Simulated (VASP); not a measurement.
# Al (Fm-3m) in VASP: single point with PBE

Aim: the single point of Al with PBE.

Program: VASP 6.6.1. These are calculated values, not measurements. Logs are shortened: lines on timing, memory, paths and dates and some standing lists are left out, and cuts for length are marked.

### 1 The cell of the first run

It takes space group Fm-3m (No. 225, cubic). The conventional cell has a = 4.050 Å, b = 4.050 Å, c = 4.050 Å, α = 90.00°, β = 90.00°, γ = 90.00°. Within 3.8 Å of Al (site symmetry m-3m) lie 12 Al at 2.86 Å.

### 2 Single point, PBE

INCAR reads:

```
SYSTEM = Al
ALGO = Normal
EDIFF = 1E-6
ENCUT = 500
GGA = PE
GGA_COMPAT = .FALSE.
ISIF = 2
ISMEAR = -1
LASPH = .TRUE.
LCHARG = .FALSE.
LREAL = .FALSE.
LWAVE = .FALSE.
NBANDS = 8
NELM = 120
PREC = Accurate
SIGMA = 0.1
```

KPOINTS reads:

```
k-points
0
G
  14 14 14
  0 0 0
```

POSCAR reads:

```
Al
1.0
    0.0000000000      2.0248100000      2.0248100000
    2.0248100000      0.0000000000      2.0248100000
    2.0248100000      2.0248100000      0.0000000000
Al
1
Direct
    0.0000000000      0.0000000000      0.0000000000
```

Potentials or basis: VASP PAW PBE potentials, release 64 (Al).

The run is started by

```
cat potpaw_PBE.64/Al/POTCAR > POTCAR
mpirun -np 1 vasp_std > vasp.out
```

OUTCAR:

```text
SYSTEM = Al
   EDIFF = 1E-6
   ENCUT = 500
   GGA = PE
   ISIF = 2
   ISMEAR = -1
   LASPH = .TRUE.
   LREAL = .FALSE.
   NELM = 120
   PREC = Accurate

 ion  position               nearest neighbor table
   1  0.000  0.000  0.000-

  LATTYP: Found a face centered cubic cell.
 ALAT       =     4.0496200000

  Lattice vectors:

 A1 = (   0.0000000000,   2.0248100000,   2.0248100000)
 A2 = (   2.0248100000,   0.0000000000,   2.0248100000)
 A3 = (   2.0248100000,   2.0248100000,   0.0000000000)

Analysis of symmetry for initial positions (statically):
=====================================================================
 Subroutine PRICEL returns:
 Original cell was already a primitive cell.

 Routine SETGRP: Setting up the symmetry group for a
 face centered cubic supercell.

 Subroutine GETGRP returns: Found 48 space group operations
 (whereof 48 operations were pure point group operations)
 out of a pool of 48 trial point group operations.

The static configuration has the point symmetry O_h .

Analysis of symmetry for dynamics (positions and initial velocities):
=====================================================================
 Subroutine PRICEL returns:
 Original cell was already a primitive cell.

 Routine SETGRP: Setting up the symmetry group for a
 face centered cubic supercell.

 Subroutine GETGRP returns: Found 48 space group operations
 (whereof 48 operations were pure point group operations)
 out of a pool of 48 trial point group operations.

The dynamic configuration has the point symmetry O_h .

 Subroutine INISYM returns: Found 48 space group operations
 (whereof 48 operations are pure point group operations),
 and found     1 'primitive' translations

----------------------------------------------------------------------------------------

                                     Primitive cell

  volume of cell :      16.6029

  direct lattice vectors                    reciprocal lattice vectors
     0.000000000  2.024810000  2.024810000    -0.246936750  0.246936750  0.246936750
     2.024810000  0.000000000  2.024810000     0.246936750 -0.246936750  0.246936750
     2.024810000  2.024810000  0.000000000     0.246936750  0.246936750 -0.246936750

  length of vectors
     2.863513763  2.863513763  2.863513763     0.427706997  0.427706997  0.427706997

  position of ions in fractional coordinates (direct lattice)
     0.000000000  0.000000000  0.000000000

  ion indices of the primitive-cell ions
   primitive index   ion index
                 1           1

----------------------------------------------------------------------------------------

 KPOINTS: k-points

Automatic generation of k-mesh.
 Grid dimensions read from file:
 generate k-points for:   14   14   14

 Generating k-lattice:

  Cartesian coordinates                     Fractional coordinates (reciprocal lattice)
    -0.017638339  0.017638339  0.017638339     0.071428571  0.000000000  0.000000000
     0.017638339 -0.017638339  0.017638339     0.000000000  0.071428571  0.000000000
     0.017638339  0.017638339 -0.017638339     0.000000000  0.000000000  0.071428571

  Length of vectors
     0.030550500  0.030550500  0.030550500

  Shift w.r.t. Gamma in fractional coordinates (k-lattice)
     0.000000000  0.000000000  0.000000000

 Subroutine IBZKPT returns following result:
 ===========================================

 Found    104 irreducible k-points:

 Following reciprocal coordinates:
            Coordinates               Weight
  0.000000  0.000000  0.000000      1.000000
  0.071429  0.000000  0.000000      8.000000
  0.142857  0.000000  0.000000      8.000000
  0.214286  0.000000  0.000000      8.000000
  0.285714  0.000000  0.000000      8.000000
  0.357143  0.000000  0.000000      8.000000
[... 16 lines left out ...]
  0.214286  0.142857  0.000000     24.000000
  0.285714  0.142857  0.000000     24.000000
 [... further k-points ...]
   k-points           NKPTS =    104   k-points in BZ     NKDIM =    104   number of bands    NBANDS=      8
   number of dos      NEDOS =    301   number of ions     NIONS =      1
   total plane-waves  NPLWV =  13824
   dimension x,y,z NGX =    24 NGY =   24 NGZ =   24
   dimension x,y,z NGXF=    48 NGYF=   48 NGZF=   48
   ions per type =               1
   NGX,Y,Z   is equivalent  to a cutoff of  13.93, 13.93, 13.93 a.u.
   NGXF,Y,Z  is equivalent  to a cutoff of  27.87, 27.87, 27.87 a.u.
 SYSTEM =  Al
   PREC   = accura    normal or accurate (medium, high low for compatibility)
   ISTART =      0    job   : 0-new  1-cont  2-samecut
   ICHARG =      2    charge: 1-file 2-atom 10-const
   ISPIN  =      1    spin polarized calculation?
   LNONCOLLINEAR =      F non collinear calculations
   LSORBIT =      F    spin-orbit coupling
   LASPH  =      T    aspherical Exc in radial PAW
   ENCUT  =  500.0 eV  36.75 Ry    6.06 a.u.   5.22  5.22  5.22*2*pi/ulx,y,z
   NELM   =    120;   NELMIN=  2; NELMDL= -5     # of ELM steps
   EDIFF  = 0.1E-05   stopping-criterion for ELM
   LREAL  =      F    real-space projection
   EDIFFG = 0.1E-04   stopping-criterion for IOM
   NSW    =      0    number of steps for IOM
   IBRION =     -1    ionic relax: 0-MD 1-quasi-New 2-CG
   NFREE  =      0    steps in history (QN), initial steepest desc. (CG)
   ISIF   =      2    stress and relaxation
   ISYM   =      2    0-nonsym 1-usesym 2-fastsym
   POTIM  = 0.5000    time-step for ionic-motion
   TEBEG  =    0.0;   TEEND  =   0.0 temperature during run
   PSTRESS=    0.0 pullay stress
   NELECT =       3.0000    total number of electrons
   NUPDOWN=      -1.0000    fix difference up-down
   EMIN   =  10.00;   EMAX   =-10.00  energy-range for DOS
   EFERMI =   0.00;   METHOD = LEGACY
   ISMEAR =    -1;   SIGMA  =   0.10  broadening in eV -4-tet -1-fermi 0-gaus
   EFERMI_NEDOS =   21; number of points for ismear=-14 and -15
   IALGO  =     38    algorithm
   IMIX   =      4    mixing-type and parameters
     AMIX     =   0.40;   BMIX     =  1.00
     AMIX_MAG =   1.60;   BMIX_MAG =  1.00
  volume/ion in A,a.u.               =      16.60       112.04
  Fermi-wavevector in a.u.,A,eV,Ry     =   0.925524  1.748987 11.654676  0.856594
  Thomas-Fermi vector in A             =   2.051388
   LORBIT       =      0    0 simple, 1 ext, 2 COOP (PROOUT), +10 PAW based schemes
   GGA     = PE    functional components
   LHFCALC =     F    Hartree Fock is set to
   AEXX    =    0.0000 exact exchange contribution
   IVDW    =     0    specifies the selected vdW correction
   LEPSILON=     F    determine dielectric tensor
   LRPA    =     F    only Hartree local field effects (RPA)
 non-spin polarized calculation
  energy-cutoff  :      500.00
  volume of cell :       16.60
 maximum number of plane-waves:       444
 NGX is ok and might be reduce to    24
   NGX = 11   NGY = 11   NGZ = 11

 number of electron       3.0000000 magnetization

 Free energy of the ion-electron system (eV)
  ---------------------------------------------------
  ext. energy  EPLUGINS =         0.00000000
  ---------------------------------------------------
  free energy    TOTEN  =        -3.74602111 eV

  energy without entropy =       -3.73005873  energy(sigma->0) =       -3.73803992

 E-fermi :   7.9205     XC(G=0): -10.1744

 val. band max:        7.9017683982   @ k =  -0.3571   0.4286   0.2143
 cond. band min:       7.9492789669   @ k =   0.5000   0.2857   0.0000
 fundamental gap:      0.0475105688
 Fermi energy:         7.9205183961

 k-point     1 :       0.0000    0.0000    0.0000
  band No.  band energies     occupation
      1      -3.1564      2.00000
      2      20.5200      0.00000
      3      20.5200      0.00000
      4      20.5200      0.00000
      5      21.9644      0.00000
      6      21.9644      0.00000
      7      21.9644      0.00000
      8      24.3560      0.00000

 k-point     2 :       0.0714    0.0000    0.0000
  band No.  band energies     occupation
      1      -3.0183      2.00000
      2      18.3785      0.00000
      3      20.0549      0.00000
      4      20.0549      0.00000
      5      22.6208      0.00000
      6      22.6421      0.00000
      7      22.6421      0.00000
      8      25.7442      0.00000

 k-point     3 :       0.1429    0.0000    0.0000
  band No.  band energies     occupation
      1      -2.6047      2.00000
      2      15.5019      0.00000
      3      19.4181      0.00000
      4      19.4181      0.00000
      5      22.5371      0.00000
      6      23.7645      0.00000
      7      23.7645      0.00000
      8      25.2720      0.00000

 k-point     4 :       0.2143    0.0000    0.0000
  band No.  band energies     occupation
      1      -1.9182      2.00000
      2      12.7011      0.00000
      3      18.9512      0.00000
      4      18.9512      0.00000
      5      22.3133      0.00000
      6      23.2717      0.00000
      7      23.2717      0.00000
      8      25.8979      0.00000

 k-point     5 :       0.2857    0.0000    0.0000
  band No.  band energies     occupation
      1      -0.9624      2.00000
      2      10.0703      0.00000
      3      18.7002      0.00000
      4      18.7002      0.00000
      5      22.0096      0.00000
      6      22.0096      0.00000
      7      22.1897      0.00000
      8      25.9931      0.00000
[... 177 lines left out ...]
 k-point    22 :       0.1429    0.1429    0.0000
  band No.  band energies     occupation
      1      -2.4213      2.00000
      2      17.4107      0.00000
      3      17.4107      0.00000
      4      17.6350      0.00000
      5      20.5381      0.00000
      6      21.5966      0.00000
      7      26.1048      0.00000
      8      26.1048      0.00000

 k-point    23 :       0.2143    0.1429    0.0000
  band No.  band energies     occupation
      1      -1.9181      2.00000
      2      14.8772      0.00000
      3      16.7517      0.00000
      4      17.9925      0.00000
      5      19.7950      0.00000
      6      20.7853      0.00000
      7      26.6111      0.00000
      8      26.9188      0.00000

 k-point    24 :       0.2857    0.1429    0.0000
  band No.  band energies     occupation
      1      -1.1440      2.00000
      2      12.2031      0.00000
      3      16.3270      0.00000
      4      17.8672      0.00000
      5      18.2692      0.00000
      6      22.1355      0.00000
      7      26.0483      0.00000
      8      26.6109      0.00000

 [... further k-points ...]
[... 5 lines left out ...]
  --------------------------------------------------------------------------------------
  -------------------------------------------------------------------------------------
  Total       -0.0649387     -0.0649387     -0.0649387     -0.0000000      0.0000000     -0.0000000
  in kB       -6.2665950     -6.2665950     -6.2665950     -0.0000000      0.0000000     -0.0000000
  external PRESSURE =      -6.2665950 kB  Pullay stress =       0.0000000 kB

 VOLUME and BASIS-vectors are now :
 -----------------------------------------------------------------------------
  energy-cutoff  :      500.00
  volume of cell :       16.60
      direct lattice vectors                 reciprocal lattice vectors
     0.000000000  2.024810000  2.024810000    -0.246936750  0.246936750  0.246936750
     2.024810000  0.000000000  2.024810000     0.246936750 -0.246936750  0.246936750
     2.024810000  2.024810000  0.000000000     0.246936750  0.246936750 -0.246936750

 POSITION                                       TOTAL-FORCE (eV/Angst)
 -----------------------------------------------------------------------------------
      0.00000      0.00000      0.00000        -0.000000      0.000000      0.000000
 -----------------------------------------------------------------------------------
    total drift:                                0.000000      0.000000     -0.000000

  FREE ENERGIE OF THE ION-ELECTRON SYSTEM (eV)
  ---------------------------------------------------
  free  energy   TOTEN  =        -3.7460211131 eV

  energy  without entropy=       -3.7300587331  energy(sigma->0) =       -3.73803992
```

It took 7.2 s on 1 thread of Intel Xeon Platinum 8488C (Sapphire Rapids), shared host; peak memory 0.13 GiB.

What came out:

| Property | Result |
| --- | --- |
| Free energy | -3.7460 eV |
| Pressure | -0.6 GPa |
